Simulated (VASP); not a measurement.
# AgI (F-43m) in VASP: a series of runs

AgI is run at these levels: PBE+D3(BJ); tasks: single point.

All numbers are computed with VASP 6.6.1; they aren't measurements. Logs are shortened: lines on timing, memory, paths and dates and some standing lists are left out, and cuts for length are marked.

## Step 1: The cell of the first run

Symmetry: F-43m, No. 216, cubic system. The conventional cell has a = 6.473 Å, b = 6.473 Å, c = 6.473 Å, α = 90.00°, β = 90.00°, γ = 90.00°. Ag (site symmetry -43m) has 4 I at 2.80 Å within 3.7 Å. Within 3.7 Å of I (site symmetry -43m) lie 4 Ag at 2.80 Å.

## Step 2: Single point, PBE+D3(BJ)

File INCAR:

```
PREC = Accurate ; ENCUT = 500
EDIFF = 1E-6 ; ISMEAR = 0
SIGMA = 0.01 ; LREAL = F
LASPH = T ; NELM = 120
ALGO = Normal ; ISIF = 2
LWAVE = F ; LCHARG = F
GGA = PE ; IVDW = 12
NBANDS = 16 ; GGA_COMPAT = F
```

File KPOINTS:

```
Automatic mesh
0
Gamma
  5 5 5
```

File POSCAR:

```
AgI
1.0
    0.0000000000      3.2365000000      3.2365000000
    3.2365000000      0.0000000000      3.2365000000
    3.2365000000      3.2365000000      0.0000000000
Ag I
1 1
Direct
    0.0000000000      0.0000000000      0.0000000000
    0.2500000000      0.2500000000      0.2500000000
```

Potentials or basis: VASP PAW PBE potentials, release 64 (Ag, I).

The run is started by

```sh
$ cat potpaw_PBE.64/Ag/POTCAR potpaw_PBE.64/I/POTCAR > POTCAR
$ mpirun -np 1 vasp_std > vasp.out
```

OUTCAR:

```text
PREC = Accurate
   ENCUT = 500
   EDIFF = 1E-6
   ISMEAR = 0
   LREAL = F
   LASPH = T
   NELM = 120
   ISIF = 2
   GGA = PE
   IVDW = 12
 IVDW          = 12

 ion  position               nearest neighbor table
   1  0.000  0.000  0.000-   2 2.80   2 2.80   2 2.80   2 2.80
   2  0.250  0.250  0.250-   1 2.80   1 2.80   1 2.80   1 2.80

  LATTYP: Found a face centered cubic cell.
 ALAT       =     6.4730000000

  Lattice vectors:

 A1 = (   0.0000000000,   3.2365000000,   3.2365000000)
 A2 = (   3.2365000000,   0.0000000000,   3.2365000000)
 A3 = (   3.2365000000,   3.2365000000,   0.0000000000)

Analysis of symmetry for initial positions (statically):
=====================================================================
 Subroutine PRICEL returns:
 Original cell was already a primitive cell.

 Routine SETGRP: Setting up the symmetry group for a
 face centered cubic supercell.

 Subroutine GETGRP returns: Found 24 space group operations
 (whereof 24 operations were pure point group operations)
 out of a pool of 48 trial point group operations.

The static configuration has the point symmetry T_d .

Analysis of symmetry for dynamics (positions and initial velocities):
=====================================================================
 Subroutine PRICEL returns:
 Original cell was already a primitive cell.

 Routine SETGRP: Setting up the symmetry group for a
 face centered cubic supercell.

 Subroutine GETGRP returns: Found 24 space group operations
 (whereof 24 operations were pure point group operations)
 out of a pool of 48 trial point group operations.

The dynamic configuration has the point symmetry T_d .

 Subroutine INISYM returns: Found 24 space group operations
 (whereof 24 operations are pure point group operations),
 and found     1 'primitive' translations

----------------------------------------------------------------------------------------

                                     Primitive cell

  volume of cell :      67.8042

  direct lattice vectors                    reciprocal lattice vectors
     0.000000000  3.236500000  3.236500000    -0.154487873  0.154487873  0.154487873
     3.236500000  0.000000000  3.236500000     0.154487873 -0.154487873  0.154487873
     3.236500000  3.236500000  0.000000000     0.154487873  0.154487873 -0.154487873

  length of vectors
     4.577102195  4.577102195  4.577102195     0.267580845  0.267580845  0.267580845

  position of ions in fractional coordinates (direct lattice)
     0.000000000  0.000000000  0.000000000
     0.250000000  0.250000000  0.250000000

  ion indices of the primitive-cell ions
   primitive index   ion index
                 1           1
                 2           2

----------------------------------------------------------------------------------------

 KPOINTS: Automatic mesh

Automatic generation of k-mesh.
 Grid dimensions read from file:
 generate k-points for:    5    5    5

 Generating k-lattice:

  Cartesian coordinates                     Fractional coordinates (reciprocal lattice)
    -0.030897575  0.030897575  0.030897575     0.200000000  0.000000000  0.000000000
     0.030897575 -0.030897575  0.030897575     0.000000000  0.200000000  0.000000000
     0.030897575  0.030897575 -0.030897575     0.000000000  0.000000000  0.200000000

  Length of vectors
     0.053516169  0.053516169  0.053516169

  Shift w.r.t. Gamma in fractional coordinates (k-lattice)
     0.000000000  0.000000000  0.000000000

 Subroutine IBZKPT returns following result:
 ===========================================

 Found     10 irreducible k-points:

 Following reciprocal coordinates:
            Coordinates               Weight
  0.000000  0.000000  0.000000      1.000000
  0.200000  0.000000  0.000000      8.000000
  0.400000  0.000000  0.000000      8.000000
  0.200000  0.200000  0.000000      6.000000
  0.400000  0.200000  0.000000     24.000000
 -0.400000  0.200000  0.000000     24.000000
 -0.200000  0.200000  0.000000     12.000000
  0.400000  0.400000  0.000000      6.000000
 -0.400000  0.400000  0.000000     12.000000
 -0.400000  0.400000  0.200000     24.000000
   k-points           NKPTS =     10   k-points in BZ     NKDIM =     10   number of bands    NBANDS=     16
   number of dos      NEDOS =    301   number of ions     NIONS =      2
   total plane-waves  NPLWV =  46656
   dimension x,y,z NGX =    36 NGY =   36 NGZ =   36
   dimension x,y,z NGXF=    72 NGYF=   72 NGZF=   72
   ions per type =               1   1
   NGX,Y,Z   is equivalent  to a cutoff of  13.08, 13.08, 13.08 a.u.
   NGXF,Y,Z  is equivalent  to a cutoff of  26.15, 26.15, 26.15 a.u.
 SYSTEM =  unknown system
   PREC   = accura    normal or accurate (medium, high low for compatibility)
   ISTART =      0    job   : 0-new  1-cont  2-samecut
   ICHARG =      2    charge: 1-file 2-atom 10-const
   ISPIN  =      1    spin polarized calculation?
   LNONCOLLINEAR =      F non collinear calculations
   LSORBIT =      F    spin-orbit coupling
   LASPH  =      T    aspherical Exc in radial PAW
   ENCUT  =  500.0 eV  36.75 Ry    6.06 a.u.   8.35  8.35  8.35*2*pi/ulx,y,z
   NELM   =    120;   NELMIN=  2; NELMDL= -5     # of ELM steps
   EDIFF  = 0.1E-05   stopping-criterion for ELM
   LREAL  =      F    real-space projection
   EDIFFG = 0.1E-04   stopping-criterion for IOM
   NSW    =      0    number of steps for IOM
   IBRION =     -1    ionic relax: 0-MD 1-quasi-New 2-CG
   NFREE  =      0    steps in history (QN), initial steepest desc. (CG)
   ISIF   =      2    stress and relaxation
   ISYM   =      2    0-nonsym 1-usesym 2-fastsym
   POTIM  = 0.5000    time-step for ionic-motion
   TEBEG  =    0.0;   TEEND  =   0.0 temperature during run
   PSTRESS=    0.0 pullay stress
   NELECT =      18.0000    total number of electrons
   NUPDOWN=      -1.0000    fix difference up-down
   EMIN   =  10.00;   EMAX   =-10.00  energy-range for DOS
   EFERMI =   0.00;   METHOD = LEGACY
   ISMEAR =     0;   SIGMA  =   0.01  broadening in eV -4-tet -1-fermi 0-gaus
   EFERMI_NEDOS =   21; number of points for ismear=-14 and -15
   IALGO  =     38    algorithm
   IMIX   =      4    mixing-type and parameters
     AMIX     =   0.40;   BMIX     =  1.00
     AMIX_MAG =   1.60;   BMIX_MAG =  1.00
  volume/ion in A,a.u.               =      33.90       228.78
  Fermi-wavevector in a.u.,A,eV,Ry     =   1.052156  1.988286 15.062083  1.107032
  Thomas-Fermi vector in A             =   2.187227
   LORBIT       =      0    0 simple, 1 ext, 2 COOP (PROOUT), +10 PAW based schemes
   GGA     = PE    functional components
   LHFCALC =     F    Hartree Fock is set to
   AEXX    =    0.0000 exact exchange contribution
   IVDW    =    12    specifies the selected vdW correction
   LEPSILON=     F    determine dielectric tensor
   LRPA    =     F    only Hartree local field effects (RPA)
 non-spin polarized calculation
 Gauss-broadening in eV      SIGMA  =   0.01
  energy-cutoff  :      500.00
  volume of cell :       67.80
 maximum number of plane-waves:      1759
 NGX is ok and might be reduce to    36
   NGX = 17   NGY = 17   NGZ = 17

 number of electron      17.9999998 magnetization

 Free energy of the ion-electron system (eV)
  ---------------------------------------------------
  ext. energy  EPLUGINS =         0.00000000
  ---------------------------------------------------
  free energy    TOTEN  =        -4.75665632 eV

  energy without entropy =       -4.75665632  energy(sigma->0) =       -4.75665632

 E-fermi :   3.3522     XC(G=0):  -8.4739

 val. band max:        3.2480608712   @ k =   0.0000   0.0000   0.0000
 cond. band min:       4.5891633131   @ k =   0.0000   0.0000   0.0000
 fundamental gap:      1.3411024419
 Fermi energy:         3.3522142067

 k-point     1 :       0.0000    0.0000    0.0000
  band No.  band energies     occupation
      1      -9.6121      2.00000
      2      -1.0328      2.00000
      3      -1.0328      2.00000
      4      -1.0328      2.00000
      5       0.1295      2.00000
      6       0.1295      2.00000
[... 8 lines left out ...]
     15      13.2947      0.00000
     16      13.2947      0.00000

 k-point     2 :       0.2000    0.0000    0.0000
  band No.  band energies     occupation
      1      -9.5127      2.00000
      2      -1.0759      2.00000
      3      -0.9688      2.00000
      4      -0.9688      2.00000
      5       0.1242      2.00000
      6       0.1242      2.00000
[... 8 lines left out ...]
     15      12.4685      0.00000
     16      12.8437      0.00000

 k-point     3 :       0.4000    0.0000    0.0000
  band No.  band energies     occupation
      1      -9.3431      2.00000
      2      -1.0069      2.00000
      3      -0.8732      2.00000
      4      -0.8732      2.00000
      5       0.1498      2.00000
      6       0.1498      2.00000
[... 8 lines left out ...]
     15      13.4247      0.00000
     16      13.4247      0.00000

 k-point     4 :       0.2000    0.2000    0.0000
  band No.  band energies     occupation
      1      -9.4797      2.00000
      2      -1.1600      2.00000
      3      -0.9041      2.00000
      4      -0.9041      2.00000
      5       0.0785      2.00000
      6       0.1599      2.00000
[... 8 lines left out ...]
     15      13.4835      0.00000
     16      14.4994      0.00000

 k-point     5 :       0.4000    0.2000    0.0000
  band No.  band energies     occupation
      1      -9.3324      2.00000
      2      -1.1425      2.00000
      3      -0.7846      2.00000
      4      -0.7811      2.00000
      5       0.1045      2.00000
      6       0.1790      2.00000
[... 8 lines left out ...]
     15      13.9973      0.00000
     16      14.4494      0.00000

 k-point     6 :      -0.4000    0.2000    0.0000
  band No.  band energies     occupation
      1      -9.2736      2.00000
      2      -0.9394      2.00000
      3      -0.7773      2.00000
      4      -0.7700      2.00000
      5       0.1088      2.00000
      6       0.1389      2.00000
[... 8 lines left out ...]
     15      13.2175      0.00000
     16      14.3380      0.00000

 k-point     7 :      -0.2000    0.2000    0.0000
  band No.  band energies     occupation
      1      -9.3888      2.00000
      2      -1.0479      2.00000
      3      -0.8924      2.00000
      4      -0.8900      2.00000
      5       0.0942      2.00000
      6       0.1636      2.00000
[... 8 lines left out ...]
     15      13.6677      0.00000
     16      14.5711      0.00000

 k-point     8 :       0.4000    0.4000    0.0000
  band No.  band energies     occupation
      1      -9.2543      2.00000
      2      -1.3084      2.00000
      3      -0.5962      2.00000
      4      -0.5962      2.00000
      5       0.1372      2.00000
      6       0.2096      2.00000
[... 8 lines left out ...]
     15      13.9002      0.00000
     16      16.0810      0.00000

 k-point     9 :      -0.4000    0.4000    0.0000
  band No.  band energies     occupation
      1      -9.2175      2.00000
      2      -1.1748      2.00000
      3      -0.5966      2.00000
      4      -0.5085      2.00000
      5       0.1788      2.00000
      6       0.2775      2.00000
[... 8 lines left out ...]
     15      13.9424      0.00000
     16      15.6647      0.00000

 k-point    10 :      -0.4000    0.4000    0.2000
  band No.  band energies     occupation
      1      -9.2395      2.00000
      2      -1.0267      2.00000
      3      -0.7690      2.00000
      4      -0.5689      2.00000
      5       0.1107      2.00000
      6       0.1961      2.00000
[... 8 lines left out ...]
     15      13.9793      0.00000
     16      15.4716      0.00000

------------------------ aborting loop because EDIFF is reached ----------------------------------------

 Edisp (eV)   -0.65316

 E8    (eV) :    -0.2857

  FORCE on cell =-STRESS in cart. coord.  units (eV):
  Direction    XX          YY          ZZ          XY          YZ          ZX
  --------------------------------------------------------------------------------------
  -------------------------------------------------------------------------------------
  Total       0.16838     0.16838     0.16838     0.00000    -0.00000     0.00000
  in kB       3.97865     3.97865     3.97865     0.00000    -0.00000     0.00000
  external pressure =        3.98 kB  Pullay stress =        0.00 kB

 VOLUME and BASIS-vectors are now :
 -----------------------------------------------------------------------------
  energy-cutoff  :      500.00
  volume of cell :       67.80
      direct lattice vectors                 reciprocal lattice vectors
     0.000000000  3.236500000  3.236500000    -0.154487873  0.154487873  0.154487873
     3.236500000  0.000000000  3.236500000     0.154487873 -0.154487873  0.154487873
     3.236500000  3.236500000  0.000000000     0.154487873  0.154487873 -0.154487873

 POSITION                                       TOTAL-FORCE (eV/Angst)
 -----------------------------------------------------------------------------------
      0.00000      0.00000      0.00000         0.000000      0.000000      0.000000
      1.61825      1.61825      1.61825        -0.000000     -0.000000     -0.000000
 -----------------------------------------------------------------------------------
    total drift:                               -0.000000     -0.000000     -0.000000

  FREE ENERGIE OF THE ION-ELECTRON SYSTEM (eV)
  ---------------------------------------------------
  free  energy   TOTEN  =        -5.4098203682 eV

  energy  without entropy=       -5.4098203682  energy(sigma->0) =       -5.40982037
```

Wall time 8.1 s (1 thread of AMD EPYC 9R45 (Zen 5), shared host); peak memory 0.18 GiB.

Results:

- Free energy: -5.4098 eV
- Pressure: 0.4 GPa
- Band gap on the k mesh: 1.34 eV, direct
- Dispersion energy per atom: -0.327 eV

Caveat: spin-orbit coupling is left out, which moves the levels of the heavy elements.

## Step 3: Single point, PBE+D3(BJ)

File INCAR:

```
SYSTEM = AgI
ALGO = Normal
EDIFF = 1E-6
ENCUT = 500
GGA = PE
GGA_COMPAT = .False.
ISIF = 2
ISMEAR = 0
IVDW = 12
LASPH = .True.
LCHARG = .False.
LREAL = .False.
LWAVE = .False.
NBANDS = 16
NELM = 120
PREC = Accurate
SIGMA = 0.01
```

File KPOINTS:

```
k-points
0
Gamma
  5 5 5
  0 0 0
```

POSCAR is that of step 2.

Potentials or basis: VASP PAW PBE potentials, release 64 (Ag, I).

The run is started by

```sh
$ cat potpaw_PBE.64/Ag/POTCAR potpaw_PBE.64/I/POTCAR > POTCAR
$ mpirun -np 1 vasp_std > vasp.out
```

OUTCAR:

```text
SYSTEM = AgI
   EDIFF = 1E-6
   ENCUT = 500
   GGA = PE
   ISIF = 2
   ISMEAR = 0
   IVDW = 12
   LASPH = .True.
   LREAL = .False.
   NELM = 120
   PREC = Accurate
 IVDW          = 12

 ion  position               nearest neighbor table
   1  0.000  0.000  0.000-   2 2.80   2 2.80   2 2.80   2 2.80
   2  0.250  0.250  0.250-   1 2.80   1 2.80   1 2.80   1 2.80

  LATTYP: Found a face centered cubic cell.
 ALAT       =     6.4730000000

  Lattice vectors:

 A1 = (   0.0000000000,   3.2365000000,   3.2365000000)
 A2 = (   3.2365000000,   0.0000000000,   3.2365000000)
 A3 = (   3.2365000000,   3.2365000000,   0.0000000000)

Analysis of symmetry for initial positions (statically):
=====================================================================
 Subroutine PRICEL returns:
 Original cell was already a primitive cell.

 Routine SETGRP: Setting up the symmetry group for a
 face centered cubic supercell.

 Subroutine GETGRP returns: Found 24 space group operations
 (whereof 24 operations were pure point group operations)
 out of a pool of 48 trial point group operations.

The static configuration has the point symmetry T_d .
[... 144 lines left out ...]

  energy without entropy =       -4.75665632  energy(sigma->0) =       -4.75665632

 E-fermi :   3.3522     XC(G=0):  -8.4739

 val. band max:        3.2480608712   @ k =   0.0000   0.0000   0.0000
 cond. band min:       4.5891633131   @ k =   0.0000   0.0000   0.0000
 fundamental gap:      1.3411024419
 Fermi energy:         3.3522142067

 k-point     1 :       0.0000    0.0000    0.0000
  band No.  band energies     occupation
      1      -9.6121      2.00000
      2      -1.0328      2.00000
      3      -1.0328      2.00000
      4      -1.0328      2.00000
      5       0.1295      2.00000
      6       0.1295      2.00000
[... 167 lines left out ...]
      3      -0.7690      2.00000
      4      -0.5689      2.00000
      5       0.1107      2.00000
      6       0.1961      2.00000
[... 8 lines left out ...]
     15      13.9793      0.00000
     16      15.4716      0.00000

------------------------ aborting loop because EDIFF is reached ----------------------------------------

 Edisp (eV)   -0.65316

 E8    (eV) :    -0.2857

  FORCE on cell =-STRESS in cart. coord.  units (eV):
  Direction    XX          YY          ZZ          XY          YZ          ZX
  --------------------------------------------------------------------------------------
  -------------------------------------------------------------------------------------
  Total       0.16838     0.16838     0.16838     0.00000    -0.00000     0.00000
  in kB       3.97865     3.97865     3.97865     0.00000    -0.00000     0.00000
  external pressure =        3.98 kB  Pullay stress =        0.00 kB

 VOLUME and BASIS-vectors are now :
 -----------------------------------------------------------------------------
  energy-cutoff  :      500.00
  volume of cell :       67.80
      direct lattice vectors                 reciprocal lattice vectors
     0.000000000  3.236500000  3.236500000    -0.154487873  0.154487873  0.154487873
     3.236500000  0.000000000  3.236500000     0.154487873 -0.154487873  0.154487873
     3.236500000  3.236500000  0.000000000     0.154487873  0.154487873 -0.154487873

 POSITION                                       TOTAL-FORCE (eV/Angst)
 -----------------------------------------------------------------------------------
      0.00000      0.00000      0.00000         0.000000      0.000000      0.000000
      1.61825      1.61825      1.61825        -0.000000     -0.000000     -0.000000
 -----------------------------------------------------------------------------------
    total drift:                               -0.000000     -0.000000     -0.000000

  FREE ENERGIE OF THE ION-ELECTRON SYSTEM (eV)
  ---------------------------------------------------
  free  energy   TOTEN  =        -5.4098203682 eV

  energy  without entropy=       -5.4098203682  energy(sigma->0) =       -5.40982037
```

OSZICAR:

```text
N       E                     dE             d eps       ncg     rms          rms(c)
DAV:   1     0.892638389750E+02    0.89264E+02   -0.75986E+03   320   0.926E+02
DAV:   2    -0.156595844247E+01   -0.90830E+02   -0.85780E+02   376   0.186E+02
DAV:   3    -0.479802798178E+01   -0.32321E+01   -0.32261E+01   424   0.376E+01
DAV:   4    -0.484732718787E+01   -0.49299E-01   -0.49297E-01   496   0.428E+00
DAV:   5    -0.484746220617E+01   -0.13502E-03   -0.13502E-03   424   0.212E-01    0.534E+00
DAV:   6    -0.475731683181E+01    0.90145E-01   -0.24992E-01   368   0.699E+00    0.402E+00
DAV:   7    -0.475622890084E+01    0.10879E-02   -0.43617E-02   336   0.122E+00    0.171E+00
DAV:   8    -0.475637755625E+01   -0.14866E-03   -0.24271E-03   384   0.422E-01    0.258E-01
DAV:   9    -0.475657661252E+01   -0.19906E-03   -0.38461E-04   384   0.222E-01    0.599E-02
DAV:  10    -0.475661892368E+01   -0.42311E-04   -0.25508E-05   408   0.498E-02    0.213E-02
DAV:  11    -0.475665687662E+01   -0.37953E-04   -0.52879E-05   352   0.496E-02    0.158E-02
DAV:  12    -0.475665632003E+01    0.55659E-06   -0.20224E-06   400   0.142E-02
   1 F= -.54098204E+01 E0= -.54098204E+01  d E =-.104637E-50
```

Run time: 7.9 s. Hardware: 1 thread of AMD EPYC 9R45 (Zen 5), shared host; peak memory 0.18 GiB.

Results:

```yaml
Free_energy: -5.4098 eV
Pressure: 0.4 GPa
Band_gap_on_the_k_mesh: 1.34 eV, direct
Dispersion_energy_per_atom: -0.327 eV
```

Levels at points of the mesh, in eV from the valence-band top:
```csv
k point,band 5,band 6,band 7,band 8,band 9,band 10,band 11,band 12,band 13,band 14
"(0.00, 0.00, 0.00)",-3.12,-3.12,0.00,0.00,0.00,1.34,5.73,5.73,5.73,8.94
```

Caveat: spin-orbit coupling is left out, which moves the levels of the heavy elements.
